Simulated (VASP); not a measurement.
Write the native input for VASP 6.6.1 that does the following.

```yaml
Task: single point
Functional: PBE
Potentials_or_basis: VASP PAW PBE potentials, release 64 (Cu, O)
Cutoff: 520 eV
k_mesh: 22 × 22 × 22
Occupations: fermi-dirac, width 0.0612256 eV
Spin: no spin polarisation
Dipole_correction: no
Further_INCAR_settings: ALGO = Normal; EDIFF = 1e-06; NBANDS = 16
```

The structure of CuO (rock salt type) lies in POSCAR:

```
CuO
1.0
    0.0000000000      2.1634561448      2.1634561448
    2.1634561448      0.0000000000      2.1634561448
    2.1634561448      2.1634561448      0.0000000000
Cu O
1 1
Direct
    0.0000000000      0.0000000000      0.0000000000
    0.5000000000      0.5000000000      0.5000000000
```

One way to write it, as run:

INCAR

```
PREC = Accurate ; ENCUT = 520
EDIFF = 1E-6 ; ISMEAR = -1
SIGMA = 0.06122561905347299 ; LREAL = False
LASPH = True ; NELM = 80
ALGO = Normal ; ISIF = 2
LWAVE = False ; LCHARG = True
GGA = PE ; LELF = True
LVHAR = True ; NBANDS = 16
```

KPOINTS

```
Automatic mesh
0
Gamma
  22 22 22
```

Potentials or basis: VASP PAW PBE potentials, release 64 (Cu, O).

Command:

```console
$ cat potpaw_PBE.64/Cu/POTCAR potpaw_PBE.64/O/POTCAR > POTCAR
$ mpirun -np 1 vasp_std > vasp.out
```

It gave:

| Item | Value |
| --- | --- |
| Pressure | -8.8 GPa |
| Band gap on the k mesh | zero (an odd number of electrons rules out a gap without spin polarisation) |

Caveat: the cell stands under tension; an odd number of electrons without spin polarisation forces a metal; a magnetic or distorted state may lie lower; semilocal functionals often make such compounds metallic where correlation or magnetic order opens a gap, which also shifts bond lengths.

It took 54 s on 1 thread of Intel(R) Xeon(R) Platinum 8488C (Sapphire Rapids), with other jobs on the host, peak memory 0.22 GiB.
